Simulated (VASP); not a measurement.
A run of VASP 6.6.1 is set up as follows.

INCAR

```
SYSTEM = Mn
ALGO = Normal ; EDIFF = 1E-6
ENCUT = 520 ; GGA = PE
ISIF = 2 ; ISMEAR = -1
LASPH = .True. ; LCHARG = .True.
LELF = .True. ; LREAL = .False.
LVHAR = .True. ; LWAVE = .False.
NBANDS = 20 ; NELM = 60
PREC = Accurate ; SIGMA = 0.05
```

The input KPOINTS:

```
k-points
0
Gamma
  17 17 9
  0 0 0
```

Contents of POSCAR:

```
Mn
1.0
    2.3787715681      0.0000000000      0.0000000000
   -1.1893857841      2.0600766078      0.0000000000
    0.0000000000      0.0000000000      3.8450316612
Mn
2
Direct
    0.3333333333      0.6666666667      0.2500000000
    0.6666666667      0.3333333333      0.7500000000
```

Potentials or basis: VASP PAW PBE potentials, release 64 (Mn_pv).

Command:

```sh
$ cat potpaw_PBE.64/Mn_pv/POTCAR > POTCAR
$ mpirun -np 1 vasp_std > vasp.out
```

Problem. What does it give for the band gap on the k mesh?

Solution. Zero (bands 13 and 14 overlap by 2.36 eV).

Problem. What does it give for the pressure?

Solution. 47.5 GPa.

Stress tensor (GPa, compression positive):
```
47.60  0.00  0.00
 0.00 47.60  0.00
 0.00  0.00 47.44
```

Caveat: the cell stands under pressure; the run has no spin polarisation, though such a crystal can be magnetic. Spin polarisation is off, so any magnetic state and its effect on volume and gap are missing.
